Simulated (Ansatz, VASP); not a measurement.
# NiO2 in VASP and in Ansatz

```
Ni O
1.0
     2.84199    0.00000    0.00000
    -1.42100    2.46124    0.00000
     0.00000    0.00000    4.77170
Ni O
1 2
Direct
  0.00000 0.00000 0.50000
  0.66667 0.33333 0.71280
  0.33333 0.66667 0.28720
```

Alike in both runs: task single point; functional PBEsol; k mesh 12 × 12 × 6; occupations gaussian, width 0.05 eV; no spin polarisation.

```csv
,VASP,Ansatz
version,VASP 6.6.1,Ansatz 0.2.0
potentials or method,"VASP PAW PBE potentials, release 64 (Ni, O), cutoff 520 eV","scalar-relativistic, plane waves, PAW"
valence electrons in the cell,22,30
```

|  | VASP | Ansatz | Ansatz less VASP |
| --- | --- | --- | --- |
| gap on the k mesh at the Fermi level (eV) | 0.82 | 0.84 | +0.023 |
| least direct gap on the mesh (eV) | 0.95 | 0.97 | +0.021 |
| pressure (GPa) | -16.5 | -17.1 | -0.58 |
| traceless stress, the component that is largest in VASP (GPa) | -0.26 | -0.08 | +0.181 |
| rms of the force components (eV/Å) | 0.806 | 0.837 | +0.0309 |

VASP's potentials were made for PBE, not for PBEsol. Atom by atom the forces differ by 0.031 eV/Å (rms over components). VASP's potentials hold 22 valence electrons a cell and Ansatz's 30, so a difference there can come from the potentials and not from the codes.
